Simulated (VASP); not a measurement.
Set up this calculation in VASP 6.6.1, as the native input.

- Task: single point
- Functional: PBE
- Dispersion: D3(BJ)
- Potentials or basis: VASP PAW PBE potentials, release 64 (Pb_d, Se)
- Cutoff: 520 eV
- k mesh: 8 × 8 × 6
- Occupations: gaussian, width 0.05 eV
- Spin: no spin polarisation
- Dipole correction: no
- Further INCAR settings: ALGO = Normal; EDIFF = 1e-06; NBANDS = 28

The structure of PbSe lies in POSCAR:

```
PbSe
1.0
    2.1548765900     -6.1339473500      0.0000000000
    2.1548765900      6.1339473500      0.0000000000
    0.0000000000      0.0000000000      4.4504935700
Pb Se
2 2
Direct
    0.6317607300      0.3682392700      0.7752780952
    0.3682392700      0.6317607300      0.2752780952
    0.8612899600      0.1387100400      0.7500000000
    0.1387100400      0.8612899600      0.2500000000
```

This cell differs from its parent crystal: all Pb atoms moved +0.113 Å, as atom 1 along Cartesian [0 0 1].

These files were run (other wordings do the same):

INCAR

```
  PREC = Accurate
  ENCUT = 520
  EDIFF = 1E-6
  ISMEAR = 0
  SIGMA = 0.05
  LREAL = F
  LASPH = T
  NELM = 100
  ALGO = Normal
  ISIF = 2
  LWAVE = F
  LCHARG = F
  GGA = PE
  IVDW = 12
  NBANDS = 28
```

KPOINTS

```
Automatic mesh
0
Gamma
  8 8 6
```

Potentials or basis: VASP PAW PBE potentials, release 64 (Pb_d, Se).

The run is started by

```sh
$ cat potpaw_PBE.64/Pb_d/POTCAR potpaw_PBE.64/Se/POTCAR > POTCAR
$ mpirun -np 1 vasp_std > vasp.out
```

Results of the run:

| Property | Result |
| --- | --- |
| Pressure | -0.8 GPa |
| Largest force | 0.133 eV/Å |
| Band gap on the k mesh | 1.11 eV (least direct gap 1.24 eV) |
| Dispersion energy per atom | -0.360 eV |

Caveat: the cell differs from its parent crystal (all Pb atoms moved +0.113 Å, as atom 1 along Cartesian [0 0 1]); spin-orbit coupling is left out, which moves the levels of the heavy elements.

Wall time 4.2 min on 1 thread of Intel(R) Xeon(R) Platinum 8375C CPU @ 2.90GHz (Ice Lake), on a shared host, peak memory 0.44 GiB.
